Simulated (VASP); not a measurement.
# Ge (Ibca) in VASP: notebook

Ge is run at these levels: PBEsol; tasks: single point.

Everything below comes from runs of VASP 6.6.1. Logs are shortened: lines on timing, memory, paths and dates and some standing lists are left out, and cuts for length are marked.

### 1 The cell of the first run

It takes space group Ibca (No. 73, orthorhombic). Conventional cell: a = 6.939 Å, b = 6.939 Å, c = 7.043 Å, α = 90.00°, β = 90.00°, γ = 90.00°. Within 3.3 Å of Ge (site symmetry 1) lie 4 Ge at 2.47 to 2.52 Å.

### 2 Single point, PBEsol (strain +0.000 along x and y, +0.015 along z)

Contents of INCAR:

```
SYSTEM = Ge
PREC = Accurate ; ENCUT = 520
EDIFF = 1E-6 ; ISMEAR = 0
SIGMA = 0.15 ; LREAL = .FALSE.
LASPH = .TRUE. ; NELM = 60
ALGO = Fast ; ISIF = 2
LWAVE = .FALSE. ; LCHARG = .TRUE.
GGA = PS ; LELF = .TRUE.
LVHAR = .TRUE. ; NBANDS = 66
```

Contents of KPOINTS:

```
regular mesh
0
G
  8 8 8
  0 0 0
```

Contents of POSCAR:

```
Ge
1.0
   -3.4696630977      3.4696630977      3.5217080442
    3.4696630977     -3.4696630977      3.5217080442
    3.4696630977      3.4696630977     -3.5217080442
Ge
8
Direct
    0.5000000000      0.0000000000      0.7958385091
    0.7958385091      0.5000000000      0.0000000000
    0.0000000000      0.7958385091      0.5000000000
    0.7041614909      0.7041614909      0.7041614909
    0.5000000000      0.0000000000      0.2041614909
    0.2041614909      0.5000000000      0.0000000000
    0.0000000000      0.2041614909      0.5000000000
    0.2958385091      0.2958385091      0.2958385091
```

Potentials or basis: VASP PAW PBE potentials, release 64 (Ge_d).

On the command line:

```console
$ cat potpaw_PBE.64/Ge_d/POTCAR > POTCAR
$ mpirun -np 1 vasp_std > vasp.out
```

OUTCAR:

```text
SYSTEM = Ge
   PREC = Accurate
   ENCUT = 520
   EDIFF = 1E-6
   ISMEAR = 0
   LREAL = .FALSE.
   LASPH = .TRUE.
   NELM = 60
   ISIF = 2
   GGA = PS

 ion  position               nearest neighbor table
   1  0.500  0.000  0.796-   5 2.47   4 2.49   3 2.51   2 2.52
   2  0.796  0.500  0.000-   6 2.47   3 2.49   4 2.51   1 2.52
   3  0.000  0.796  0.500-   7 2.47   2 2.49   1 2.51   4 2.52
   4  0.704  0.704  0.704-   8 2.47   1 2.49   2 2.51   3 2.52
   5  0.500  0.000  0.204-   1 2.47   8 2.49   7 2.51   6 2.52
   6  0.204  0.500  0.000-   2 2.47   7 2.49   8 2.51   5 2.52
   7  0.000  0.204  0.500-   3 2.47   6 2.49   5 2.51   8 2.52
   8  0.296  0.296  0.296-   4 2.47   5 2.49   6 2.51   7 2.52

  LATTYP: Found a body centered tetragonal cell.
 ALAT       =     6.9393261954
 C/A-ratio  =     1.0150000000

  Lattice vectors:

 A1 = (  -3.4696630977,   3.4696630977,   3.5217080442)
 A2 = (   3.4696630977,  -3.4696630977,   3.5217080442)
 A3 = (   3.4696630977,   3.4696630977,  -3.5217080442)

Analysis of symmetry for initial positions (statically):
=====================================================================
 Subroutine PRICEL returns:
 Original cell was already a primitive cell.

 Routine SETGRP: Setting up the symmetry group for a
 body centered tetragonal supercell.

 Subroutine GETGRP returns: Found  8 space group operations
 (whereof  2 operations were pure point group operations)
 out of a pool of 16 trial point group operations.

The static configuration has the point symmetry S_2 .
 The point group associated with its full space group is D_2h.

Analysis of symmetry for dynamics (positions and initial velocities):
=====================================================================
 Subroutine PRICEL returns:
 Original cell was already a primitive cell.

 Routine SETGRP: Setting up the symmetry group for a
 body centered tetragonal supercell.

 Subroutine GETGRP returns: Found  8 space group operations
 (whereof  2 operations were pure point group operations)
 out of a pool of 16 trial point group operations.

The dynamic configuration has the point symmetry S_2 .
 The point group associated with its full space group is D_2h.

 Subroutine INISYM returns: Found  8 space group operations
 (whereof  2 operations are pure point group operations),
 and found     1 'primitive' translations

----------------------------------------------------------------------------------------

                                     Primitive cell

  volume of cell :     169.5852

  direct lattice vectors                    reciprocal lattice vectors
    -3.469663098  3.469663098  3.521708044     0.000000000  0.144106210  0.141976562
     3.469663098 -3.469663098  3.521708044     0.144106210  0.000000000  0.141976562
     3.469663098  3.469663098 -3.521708044     0.144106210  0.144106210  0.000000000

  length of vectors
     6.039830426  6.039830426  6.039830426     0.202296673  0.202296673  0.203796957

  position of ions in fractional coordinates (direct lattice)
     0.500000000  0.000000000  0.795838509
     0.795838509  0.500000000  0.000000000
     1.000000000  0.795838509  0.500000000
     0.704161491  0.704161491  0.704161491
     0.500000000  1.000000000  0.204161491
     0.204161491  0.500000000  0.000000000
     0.000000000  0.204161491  0.500000000
     0.295838509  0.295838509  0.295838509

  ion indices of the primitive-cell ions
   primitive index   ion index
                 1           1
                 2           2
                 3           3
                 4           4
                 5           5
                 6           6
                 7           7
                 8           8

----------------------------------------------------------------------------------------

 KPOINTS: regular mesh

Automatic generation of k-mesh.
 Grid dimensions read from file:
 generate k-points for:    8    8    8

 Generating k-lattice:

  Cartesian coordinates                     Fractional coordinates (reciprocal lattice)
     0.000000000  0.018013276  0.017747070     0.125000000 -0.000000000  0.000000000
     0.018013276  0.000000000  0.017747070    -0.000000000  0.125000000  0.000000000
     0.018013276  0.018013276  0.000000000     0.000000000  0.000000000  0.125000000

  Length of vectors
     0.025287084  0.025287084  0.025474620

  Shift w.r.t. Gamma in fractional coordinates (k-lattice)
     0.000000000  0.000000000  0.000000000

 Subroutine IBZKPT returns following result:
 ===========================================

 Found     95 irreducible k-points:

 Following reciprocal coordinates:
            Coordinates               Weight
  0.000000  0.000000  0.000000      1.000000
  0.125000 -0.000000  0.000000      4.000000
 -0.000000  0.125000  0.000000      4.000000
  0.250000 -0.000000  0.000000      4.000000
 -0.000000  0.250000  0.000000      4.000000
  0.375000  0.000000 -0.000000      4.000000
[... 16 lines left out ...]
  0.375000  0.250000  0.000000      8.000000
 -0.000000 -0.375000 -0.250000      8.000000
 [... further k-points ...]
   k-points           NKPTS =     95   k-points in BZ     NKDIM =     95   number of bands    NBANDS=     66
   number of dos      NEDOS =    301   number of ions     NIONS =      8
   total plane-waves  NPLWV = 110592
   dimension x,y,z NGX =    48 NGY =   48 NGZ =   48
   dimension x,y,z NGXF=    96 NGYF=   96 NGZF=   96
   ions per type =               8
   NGX,Y,Z   is equivalent  to a cutoff of  13.21, 13.21, 13.21 a.u.
   NGXF,Y,Z  is equivalent  to a cutoff of  26.42, 26.42, 26.42 a.u.
 SYSTEM =  Ge
   PREC   = accura    normal or accurate (medium, high low for compatibility)
   ISTART =      0    job   : 0-new  1-cont  2-samecut
   ICHARG =      2    charge: 1-file 2-atom 10-const
   ISPIN  =      1    spin polarized calculation?
   LNONCOLLINEAR =      F non collinear calculations
   LSORBIT =      F    spin-orbit coupling
   LASPH  =      T    aspherical Exc in radial PAW
   ENCUT  =  520.0 eV  38.22 Ry    6.18 a.u.  11.23 11.23 11.23*2*pi/ulx,y,z
   NELM   =     60;   NELMIN=  2; NELMDL= -5     # of ELM steps
   EDIFF  = 0.1E-05   stopping-criterion for ELM
   LREAL  =      F    real-space projection
   EDIFFG = 0.1E-04   stopping-criterion for IOM
   NSW    =      0    number of steps for IOM
   IBRION =     -1    ionic relax: 0-MD 1-quasi-New 2-CG
   NFREE  =      0    steps in history (QN), initial steepest desc. (CG)
   ISIF   =      2    stress and relaxation
   ISYM   =      2    0-nonsym 1-usesym 2-fastsym
   POTIM  = 0.5000    time-step for ionic-motion
   TEBEG  =    0.0;   TEEND  =   0.0 temperature during run
   PSTRESS=    0.0 pullay stress
   NELECT =     112.0000    total number of electrons
   NUPDOWN=      -1.0000    fix difference up-down
   EMIN   =  10.00;   EMAX   =-10.00  energy-range for DOS
   EFERMI =   0.00;   METHOD = LEGACY
   ISMEAR =     0;   SIGMA  =   0.15  broadening in eV -4-tet -1-fermi 0-gaus
   EFERMI_NEDOS =   21; number of points for ismear=-14 and -15
   IALGO  =     68    algorithm
   IMIX   =      4    mixing-type and parameters
     AMIX     =   0.40;   BMIX     =  1.00
     AMIX_MAG =   1.60;   BMIX_MAG =  1.00
  volume/ion in A,a.u.               =      21.20       143.05
  Fermi-wavevector in a.u.,A,eV,Ry     =   1.425667  2.694121 27.654212  2.032527
  Thomas-Fermi vector in A             =   2.546027
   LORBIT       =      0    0 simple, 1 ext, 2 COOP (PROOUT), +10 PAW based schemes
   GGA     = PS    functional components
   LHFCALC =     F    Hartree Fock is set to
   AEXX    =    0.0000 exact exchange contribution
   IVDW    =     0    specifies the selected vdW correction
   LEPSILON=     F    determine dielectric tensor
   LRPA    =     F    only Hartree local field effects (RPA)
 non-spin polarized calculation
 RMM-DIIS sequential band-by-band and
 Gauss-broadening in eV      SIGMA  =   0.15
  energy-cutoff  :      520.00
  volume of cell :      169.59
 maximum number of plane-waves:      4601
 NGX is ok and might be reduce to    48
   NGX = 23   NGY = 23   NGZ = 23

 number of electron     112.0000009 magnetization

 Free energy of the ion-electron system (eV)
  ---------------------------------------------------
  ext. energy  EPLUGINS =         0.00000000
  ---------------------------------------------------
  free energy    TOTEN  =       -38.56012074 eV

  energy without entropy =      -38.54561457  energy(sigma->0) =      -38.55286766

 E-fermi :   5.3739     XC(G=0): -10.6188

 val. band max:        5.3598736104   @ k =  -0.1250   0.1250  -0.3750
 cond. band min:       5.3742827125   @ k =  -0.3750   0.3750   0.3750
 fundamental gap:      0.0144091021
 Fermi energy:         5.3739358513

 k-point     1 :       0.0000    0.0000    0.0000
  band No.  band energies     occupation
      1     -19.3930      2.00000
      2     -19.3901      2.00000
      3     -19.3864      2.00000
      4     -19.3817      2.00000
      5     -19.3781      2.00000
      6     -19.3755      2.00000
[... 58 lines left out ...]
     65      10.2703      0.00000
     66      12.1552      0.00000

 k-point     2 :       0.1250   -0.0000    0.0000
  band No.  band energies     occupation
      1     -19.3932      2.00000
      2     -19.3919      2.00000
      3     -19.3851      2.00000
      4     -19.3841      2.00000
      5     -19.3751      2.00000
      6     -19.3739      2.00000
[... 58 lines left out ...]
     65      10.5577      0.00000
     66      11.4143      0.00000

 k-point     3 :      -0.0000    0.1250    0.0000
  band No.  band energies     occupation
      1     -19.3935      2.00000
      2     -19.3910      2.00000
      3     -19.3885      2.00000
      4     -19.3804      2.00000
      5     -19.3743      2.00000
      6     -19.3741      2.00000
[... 1438 lines left out ...]
     65       9.5804      0.00000
     66       9.9296      0.00000

 k-point    24 :      -0.0000   -0.3750   -0.2500
  band No.  band energies     occupation
      1     -19.3958      2.00000
      2     -19.3932      2.00000
      3     -19.3874      2.00000
      4     -19.3706      2.00000
      5     -19.3641      2.00000
      6     -19.3596      2.00000
[... 58 lines left out ...]
     65       9.5733      0.00000
     66       9.9643      0.00000

 [... further k-points ...]
[... 5 lines left out ...]
  --------------------------------------------------------------------------------------
  -------------------------------------------------------------------------------------
  Total       -0.6348401     -0.6374334     -2.2908526      0.0000000      0.0000000      0.0000000
  in kB       -5.9977309     -6.0222310    -21.6431157      0.0000000      0.0000000      0.0000000
  external PRESSURE =     -11.2210259 kB  Pullay stress =       0.0000000 kB

 VOLUME and BASIS-vectors are now :
 -----------------------------------------------------------------------------
  energy-cutoff  :      520.00
  volume of cell :      169.59
      direct lattice vectors                 reciprocal lattice vectors
    -3.469663098  3.469663098  3.521708044     0.000000000  0.144106210  0.141976562
     3.469663098 -3.469663098  3.521708044     0.144106210  0.000000000  0.141976562
     3.469663098  3.469663098 -3.521708044     0.144106210  0.144106210  0.000000000

 POSITION                                       TOTAL-FORCE (eV/Angst)
 -----------------------------------------------------------------------------------
      1.02646      4.49612     -1.04186         0.082231      0.009412      0.018727
     -1.02646      1.02646      4.56356        -0.082231      0.009412     -0.018727
      4.49612     -1.02646      1.04186         0.082231     -0.009412     -0.018727
      2.44320      2.44320      2.47985        -0.082231     -0.009412      0.018727
     -1.02646      2.44320      1.04186        -0.082231     -0.009412     -0.018727
      1.02646     -1.02646      2.47985         0.082231     -0.009412      0.018727
      2.44320      1.02646     -1.04186        -0.082231      0.009412      0.018727
      1.02646      1.02646      1.04186         0.082231      0.009412     -0.018727
 -----------------------------------------------------------------------------------
    total drift:                               -0.000000      0.000000     -0.000000

  FREE ENERGIE OF THE ION-ELECTRON SYSTEM (eV)
  ---------------------------------------------------
  free  energy   TOTEN  =       -38.5601207370 eV

  energy  without entropy=      -38.5456145734  energy(sigma->0) =      -38.55286766
```

Run time: 26 min. Hardware: 1 thread of Oxide Virtual Turin-like, shared host; peak memory 0.76 GiB.

What came out:

* Free energy: -38.5601 eV
* Pressure: -1.1 GPa
* Largest force: 0.085 eV/Å
* Band gap on the k mesh: zero (bands 56 and 57 overlap by 0.78 eV)

Forces on the atoms (eV/Å):
```
Ge   0.082  0.009  0.019
Ge  -0.082  0.009 -0.019
Ge   0.082 -0.009 -0.019
Ge  -0.082 -0.009  0.019
Ge  -0.082 -0.009 -0.019
Ge   0.082 -0.009  0.019
Ge  -0.082  0.009  0.019
Ge   0.082  0.009 -0.019
```

Stress tensor (GPa, compression positive):
```
-0.60  0.00  0.00
 0.00 -0.60  0.00
 0.00  0.00 -2.16
```

Levels at points of the mesh, in eV from the Fermi level:
| k point | band 53 | band 54 | band 55 | band 56 | band 57 | band 58 | band 59 | band 60 |
| --- | --- | --- | --- | --- | --- | --- | --- | --- |
| (0.00, 0.00, 0.00) | -3.56 | -1.38 | -1.26 | -0.74 | 1.41 | 1.67 | 1.68 | 3.78 |
| (0.50, 0.00, 0.00) | -1.92 | -1.92 | -1.10 | -1.10 | 0.43 | 0.43 | 1.81 | 1.81 |
| (0.00, 0.50, 0.00) | -1.89 | -1.89 | -1.04 | -1.04 | 0.34 | 0.34 | 1.82 | 1.82 |
| (0.50, 0.50, 0.00) | -1.90 | -1.90 | -1.14 | -1.14 | 0.40 | 0.40 | 1.77 | 1.77 |
| (0.50, 0.50, 0.50) | -2.38 | -1.66 | 0.39 | 0.45 | 0.51 | 1.39 | 2.36 | 2.66 |

Caveat: the cell differs from its parent crystal (strain +0.000 along x and y, +0.015 along z); semilocal functionals underestimate gaps, so a narrow gap can read as zero; the PAW data sets were made with another functional, which shifts forces and pressure a little.

(Part 1 of 2 ends here.)
